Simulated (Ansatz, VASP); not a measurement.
SnPt3: VASP beside Ansatz

The input INCAR:

```
SYSTEM = SnPt3
  PREC = Accurate
  ENCUT = 520
  EDIFF = 1E-7
  ISMEAR = -1
  SIGMA = 0.05
  LREAL = .FALSE.
  LASPH = .TRUE.
  NELM = 80
  ALGO = Normal
  ISIF = 2
  LWAVE = .FALSE.
  LCHARG = .TRUE.
  GGA = CA
  LELF = .TRUE.
  LVHAR = .TRUE.
  NBANDS = 30
```

The input KPOINTS:

```
regular mesh
0
G
  8 8 8
  0 0 0
```

Contents of POSCAR:

```
SnPt3
1.0
    4.0000000000      0.0000000000      0.0000000000
    0.0000000000      4.0000000000      0.0000000000
    0.0000000000      0.0000000000      4.0800000000
Sn Pt
1 3
Direct
    0.0000000000      0.0000000000      0.0000000000
    0.0000000000      0.5000000000      0.5000000000
    0.5000000000      0.0000000000      0.5000000000
    0.5000000000      0.5000000000      0.0000000000
```

Input for Ansatz:

```yaml
crystal:
  lattice:
    - [4.0, 0.0, 0.0]
    - [0.0, 4.0, 0.0]
    - [0.0, 0.0, 4.08]
  atoms:
    - { symbol: Sn, position: [0.0, 0.0, 0.0] }
    - { symbol: Pt, position: [0.0, 0.5, 0.5] }
    - { symbol: Pt, position: [0.5, 0.0, 0.5] }
    - { symbol: Pt, position: [0.5, 0.5, 0.0] }
kpoints:
  mp_grid: { grid: [8, 8, 8] }
  band_path:
    path:
      - [0.0, 0.0, 0.0]
      - [0.0, 0.5, 0.0]
      - [0.5, 0.5, 0.0]
      - [0.0, 0.0, 0.0]
      - [0.0, 0.0, 0.5]
      - [0.0, 0.5, 0.5]
      - [0.5, 0.5, 0.5]
      - [0.0, 0.0, 0.5]
      - [0.0, 0.5, 0.0]
    npoints: 5
scf:
  occupations: { method: fermi_dirac, width: 0.05 }
hamiltonian:
  xc: lda
  pseudopotentials: { kind: all_electron, lapw: { basis_error: 0.0005 } }
output:
  forces: true
  stress: true
  eigenvalues: true
```

Change from the starting cell: zz strain of +2 %.

Alike in both runs: task single point; functional LDA; k mesh 8 × 8 × 8; occupations fermi-dirac, width 0.05 eV; no spin polarisation.

|  | VASP | Ansatz |
| --- | --- | --- |
| version | VASP 6.6.1 | Ansatz 0.2.0 |
| potentials or method | VASP PAW LDA potentials, release 64 (Sn_d, Pt), cutoff 520 eV | all-electron LAPW, scalar-relativistic |

Ansatz gave:

| Item | Value |
| --- | --- |
| pressure (GPa) | -7.8 |
| traceless stress, the component that is largest in VASP (GPa) | -1.50 |

Problem. Estimate VASP's values.

Solution. Pressure (GPa): -7.1; traceless stress, the component that is largest in VASP (GPa): -1.52.

LDA's correlation is that of Perdew and Zunger in VASP and of Perdew and Wang (1992) in Ansatz. Ansatz ran all-electron here, and VASP with PAW potentials.

Neither program's run includes spin-orbit coupling.
